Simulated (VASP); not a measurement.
# Nb (Fm-3m) in VASP: single point with PBE

Aim: the single point of Nb with PBE.

Program: VASP 6.6.1. These are calculated values, not measurements. Logs are shortened: lines on timing, memory, paths and dates and some standing lists are left out, and cuts for length are marked.

**1. The cell of the first run**

Symmetry: Fm-3m, No. 225, cubic system. Conventional cell: a = 4.230 Å, b = 4.230 Å, c = 4.230 Å, α = 90.00°, β = 90.00°, γ = 90.00°. Nb (site symmetry m-3m) has 12 Nb at 2.99 Å within 3.9 Å.

**2. Single point, PBE**

Contents of INCAR:

```
  PREC = Accurate
  ENCUT = 520
  EDIFF = 1E-6
  ISMEAR = 0
  SIGMA = 0.05
  LREAL = False
  LASPH = True
  NELM = 100
  ALGO = Normal
  ISIF = 2
  LWAVE = False
  LCHARG = True
  GGA = PE
  LELF = True
  LVHAR = True
  NBANDS = 12
```

Contents of KPOINTS:

```
Automatic mesh
0
Gamma
  16 16 16
```

Contents of POSCAR:

```
Nb
1.0
    0.0000000000      2.1150000000      2.1150000000
    2.1150000000      0.0000000000      2.1150000000
    2.1150000000      2.1150000000      0.0000000000
Nb
1
Direct
    0.0000000000      0.0000000000      0.0000000000
```

Potentials or basis: VASP PAW PBE potentials, release 64 (Nb_sv).

The run is started by

```sh
$ cat potpaw_PBE.64/Nb_sv/POTCAR > POTCAR
$ mpirun -np 1 vasp_std > vasp.out
```

OUTCAR:

```text
PREC = Accurate
   ENCUT = 520
   EDIFF = 1E-6
   ISMEAR = 0
   LREAL = False
   LASPH = True
   NELM = 100
   ISIF = 2
   GGA = PE

 ion  position               nearest neighbor table
   1  0.000  0.000  0.000-

  LATTYP: Found a face centered cubic cell.
 ALAT       =     4.2300000000

  Lattice vectors:

 A1 = (   0.0000000000,   2.1150000000,   2.1150000000)
 A2 = (   2.1150000000,   0.0000000000,   2.1150000000)
 A3 = (   2.1150000000,   2.1150000000,   0.0000000000)

Analysis of symmetry for initial positions (statically):
=====================================================================
 Subroutine PRICEL returns:
 Original cell was already a primitive cell.

 Routine SETGRP: Setting up the symmetry group for a
 face centered cubic supercell.

 Subroutine GETGRP returns: Found 48 space group operations
 (whereof 48 operations were pure point group operations)
 out of a pool of 48 trial point group operations.

The static configuration has the point symmetry O_h .

Analysis of symmetry for dynamics (positions and initial velocities):
=====================================================================
 Subroutine PRICEL returns:
 Original cell was already a primitive cell.

 Routine SETGRP: Setting up the symmetry group for a
 face centered cubic supercell.

 Subroutine GETGRP returns: Found 48 space group operations
 (whereof 48 operations were pure point group operations)
 out of a pool of 48 trial point group operations.

The dynamic configuration has the point symmetry O_h .

 Subroutine INISYM returns: Found 48 space group operations
 (whereof 48 operations are pure point group operations),
 and found     1 'primitive' translations

----------------------------------------------------------------------------------------

                                     Primitive cell

  volume of cell :      18.9217

  direct lattice vectors                    reciprocal lattice vectors
     0.000000000  2.115000000  2.115000000    -0.236406619  0.236406619  0.236406619
     2.115000000  0.000000000  2.115000000     0.236406619 -0.236406619  0.236406619
     2.115000000  2.115000000  0.000000000     0.236406619  0.236406619 -0.236406619

  length of vectors
     2.991061684  2.991061684  2.991061684     0.409468276  0.409468276  0.409468276

  position of ions in fractional coordinates (direct lattice)
     0.000000000  0.000000000  0.000000000

  ion indices of the primitive-cell ions
   primitive index   ion index
                 1           1

----------------------------------------------------------------------------------------

 KPOINTS: Automatic mesh

Automatic generation of k-mesh.
 Grid dimensions read from file:
 generate k-points for:   16   16   16

 Generating k-lattice:

  Cartesian coordinates                     Fractional coordinates (reciprocal lattice)
    -0.014775414  0.014775414  0.014775414     0.062500000  0.000000000  0.000000000
     0.014775414 -0.014775414  0.014775414     0.000000000  0.062500000  0.000000000
     0.014775414  0.014775414 -0.014775414     0.000000000  0.000000000  0.062500000

  Length of vectors
     0.025591767  0.025591767  0.025591767

  Shift w.r.t. Gamma in fractional coordinates (k-lattice)
     0.000000000  0.000000000  0.000000000

 Subroutine IBZKPT returns following result:
 ===========================================

 Found    145 irreducible k-points:

 Following reciprocal coordinates:
            Coordinates               Weight
  0.000000  0.000000  0.000000      1.000000
  0.062500  0.000000  0.000000      8.000000
  0.125000  0.000000  0.000000      8.000000
  0.187500  0.000000  0.000000      8.000000
  0.250000  0.000000  0.000000      8.000000
  0.312500  0.000000  0.000000      8.000000
[... 16 lines left out ...]
 -0.125000  0.062500  0.000000     24.000000
 -0.062500  0.062500  0.000000     12.000000
 [... further k-points ...]
   k-points           NKPTS =    145   k-points in BZ     NKDIM =    145   number of bands    NBANDS=     12
   number of dos      NEDOS =    301   number of ions     NIONS =      1
   total plane-waves  NPLWV =  13824
   dimension x,y,z NGX =    24 NGY =   24 NGZ =   24
   dimension x,y,z NGXF=    48 NGYF=   48 NGZF=   48
   ions per type =               1
   NGX,Y,Z   is equivalent  to a cutoff of  13.34, 13.34, 13.34 a.u.
   NGXF,Y,Z  is equivalent  to a cutoff of  26.68, 26.68, 26.68 a.u.
 SYSTEM =  unknown system
   PREC   = accura    normal or accurate (medium, high low for compatibility)
   ISTART =      0    job   : 0-new  1-cont  2-samecut
   ICHARG =      2    charge: 1-file 2-atom 10-const
   ISPIN  =      1    spin polarized calculation?
   LNONCOLLINEAR =      F non collinear calculations
   LSORBIT =      F    spin-orbit coupling
   LASPH  =      T    aspherical Exc in radial PAW
   ENCUT  =  520.0 eV  38.22 Ry    6.18 a.u.   5.56  5.56  5.56*2*pi/ulx,y,z
   NELM   =    100;   NELMIN=  2; NELMDL= -5     # of ELM steps
   EDIFF  = 0.1E-05   stopping-criterion for ELM
   LREAL  =      F    real-space projection
   EDIFFG = 0.1E-04   stopping-criterion for IOM
   NSW    =      0    number of steps for IOM
   IBRION =     -1    ionic relax: 0-MD 1-quasi-New 2-CG
   NFREE  =      0    steps in history (QN), initial steepest desc. (CG)
   ISIF   =      2    stress and relaxation
   ISYM   =      2    0-nonsym 1-usesym 2-fastsym
   POTIM  = 0.5000    time-step for ionic-motion
   TEBEG  =    0.0;   TEEND  =   0.0 temperature during run
   PSTRESS=    0.0 pullay stress
   NELECT =      13.0000    total number of electrons
   NUPDOWN=      -1.0000    fix difference up-down
   EMIN   =  10.00;   EMAX   =-10.00  energy-range for DOS
   EFERMI =   0.00;   METHOD = LEGACY
   ISMEAR =     0;   SIGMA  =   0.05  broadening in eV -4-tet -1-fermi 0-gaus
   EFERMI_NEDOS =   21; number of points for ismear=-14 and -15
   IALGO  =     38    algorithm
   IMIX   =      4    mixing-type and parameters
     AMIX     =   0.40;   BMIX     =  1.00
     AMIX_MAG =   1.60;   BMIX_MAG =  1.00
  volume/ion in A,a.u.               =      18.92       127.69
  Fermi-wavevector in a.u.,A,eV,Ry     =   1.444560  2.729823 28.392005  2.086754
  Thomas-Fermi vector in A             =   2.562841
   LORBIT       =      0    0 simple, 1 ext, 2 COOP (PROOUT), +10 PAW based schemes
   GGA     = PE    functional components
   LHFCALC =     F    Hartree Fock is set to
   AEXX    =    0.0000 exact exchange contribution
   IVDW    =     0    specifies the selected vdW correction
   LEPSILON=     F    determine dielectric tensor
   LRPA    =     F    only Hartree local field effects (RPA)
 non-spin polarized calculation
 Gauss-broadening in eV      SIGMA  =   0.05
  energy-cutoff  :      520.00
  volume of cell :       18.92
 maximum number of plane-waves:       531
 NGX is ok and might be reduce to    24
   NGX = 11   NGY = 11   NGZ = 11

 number of electron      13.0000001 magnetization

 Free energy of the ion-electron system (eV)
  ---------------------------------------------------
  ext. energy  EPLUGINS =         0.00000000
  ---------------------------------------------------
  free energy    TOTEN  =        -9.89246001 eV

  energy without entropy =       -9.88995899  energy(sigma->0) =       -9.89120950

 E-fermi :  10.8362     XC(G=0): -12.2511

 val. band max:       10.8305675620   @ k =   0.3750   0.1250   0.0625
 cond. band min:      10.8392061702   @ k =  -0.4375   0.3750   0.1250
 fundamental gap:      0.0086386083
 Fermi energy:        10.8361847070

 k-point     1 :       0.0000    0.0000    0.0000
  band No.  band energies     occupation
      1     -43.9554      2.00000
      2     -19.3573      2.00000
      3     -19.3573      2.00000
      4     -19.3573      2.00000
      5       4.6471      2.00000
      6      10.9598      0.00047
      7      10.9598      0.00047
      8      10.9598      0.00047
      9      13.5232      0.00000
     10      13.5232      0.00000
     11      22.6634      0.00000
     12      27.4048      0.00000

 k-point     2 :       0.0625    0.0000    0.0000
  band No.  band energies     occupation
      1     -43.9484      2.00000
      2     -19.4042      2.00000
      3     -19.3631      2.00000
      4     -19.3631      2.00000
      5       4.7916      2.00000
      6      10.8471      0.75664
      7      11.0263      0.00000
      8      11.0263      0.00000
      9      13.4640      0.00000
     10      13.4640      0.00000
     11      22.9540      0.00000
     12      26.7777      0.00000

 k-point     3 :       0.1250    0.0000    0.0000
  band No.  band energies     occupation
      1     -43.9285      2.00000
      2     -19.5364      2.00000
      3     -19.3797      2.00000
      4     -19.3797      2.00000
      5       5.2026      2.00000
      6      10.5693      2.00000
      7      11.1922      0.00000
      8      11.1922      0.00000
      9      13.3424      0.00000
     10      13.3424      0.00000
     11      23.7090      0.00000
     12      25.6307      0.00000
[... 286 lines left out ...]
 k-point    23 :      -0.1250    0.0625    0.0000
  band No.  band energies     occupation
      1     -43.9138      2.00000
      2     -19.6143      2.00000
      3     -19.4231      2.00000
      4     -19.3783      2.00000
      5       5.5060      2.00000
      6      10.3563      2.00000
      7      11.3143      0.00000
      8      11.3183      0.00000
      9      12.9926      0.00000
     10      13.5806      0.00000
     11      24.2305      0.00000
     12      25.3034      0.00000

 k-point    24 :      -0.0625    0.0625    0.0000
  band No.  band energies     occupation
      1     -43.9371      2.00000
      2     -19.4698      2.00000
      3     -19.3899      2.00000
      4     -19.3649      2.00000
      5       5.0257      2.00000
      6      10.6578      2.00000
      7      11.1206      0.00000
      8      11.1597      0.00000
      9      13.2361      0.00000
     10      13.5261      0.00000
     11      23.4110      0.00000
     12      26.2180      0.00000

 [... further k-points ...]
[... 5 lines left out ...]
  --------------------------------------------------------------------------------------
  -------------------------------------------------------------------------------------
  Total       -0.1883307     -0.1883307     -0.1883307      0.0000000      0.0000000     -0.0000000
  in kB      -15.9466893    -15.9466893    -15.9466893      0.0000000      0.0000000     -0.0000000
  external PRESSURE =     -15.9466893 kB  Pullay stress =       0.0000000 kB

 VOLUME and BASIS-vectors are now :
 -----------------------------------------------------------------------------
  energy-cutoff  :      520.00
  volume of cell :       18.92
      direct lattice vectors                 reciprocal lattice vectors
     0.000000000  2.115000000  2.115000000    -0.236406619  0.236406619  0.236406619
     2.115000000  0.000000000  2.115000000     0.236406619 -0.236406619  0.236406619
     2.115000000  2.115000000  0.000000000     0.236406619  0.236406619 -0.236406619

 POSITION                                       TOTAL-FORCE (eV/Angst)
 -----------------------------------------------------------------------------------
      0.00000      0.00000      0.00000         0.000000      0.000000      0.000000
 -----------------------------------------------------------------------------------
    total drift:                               -0.000000      0.000000     -0.000000

  FREE ENERGIE OF THE ION-ELECTRON SYSTEM (eV)
  ---------------------------------------------------
  free  energy   TOTEN  =        -9.8924600090 eV

  energy  without entropy=       -9.8899589860  energy(sigma->0) =       -9.89120950
```

It took 20 s on 1 thread of Intel Xeon Platinum 8259CL at 2.50GHz (Skylake/Cascade Lake), shared host; peak memory 0.15 GiB.

What came out:

| Property | Result |
| --- | --- |
| Free energy | -9.8925 eV |
| Pressure | -1.6 GPa |
